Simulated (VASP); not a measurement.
A run of VASP 6.6.1 is set up as follows.

The input INCAR:

```
  PREC = Accurate
  ENCUT = 600
  EDIFF = 1E-6
  ISMEAR = 0
  SIGMA = 0.1
  LREAL = F
  LASPH = T
  NELM = 120
  ALGO = Normal
  ISIF = 2
  LWAVE = F
  LCHARG = F
  GGA = PE
  NBANDS = 23
  GGA_COMPAT = F
```

File KPOINTS:

```
Automatic mesh
0
Gamma
  3 3 2
```

The input POSCAR:

```
NiSb
1.0
    3.9399999606      0.0000000000      0.0000000000
   -1.9699999803      3.4121400568      0.0000000000
    0.0000000000      0.0000000000      5.1400000000
Ni Sb
2 2
Direct
    0.0000000000      0.0000000000      0.0000000000
    0.0000000000      0.0000000000      0.5000000000
    0.3333333333      0.6666666667      0.2500000000
    0.6666666667      0.3333333333      0.7500000000
```

Potentials or basis: VASP PAW PBE potentials, release 64 (Ni, Sb).

Run with:

```bash
$ cat potpaw_PBE.64/Ni/POTCAR potpaw_PBE.64/Sb/POTCAR > POTCAR
$ mpirun -np 1 vasp_std > vasp.out
```

(1) Estimate the band gap on the k mesh.

(2) Predict the pressure.

Answers

(1) zero (bands 15 and 16 overlap by 3.33 eV).

(2) 4.8 GPa.

Caveat: the k points lie up to 0.61 Å⁻¹ apart, too coarse for converged energies and pressures of a metal; spin-orbit coupling is left out, which moves the levels of the heavy elements.
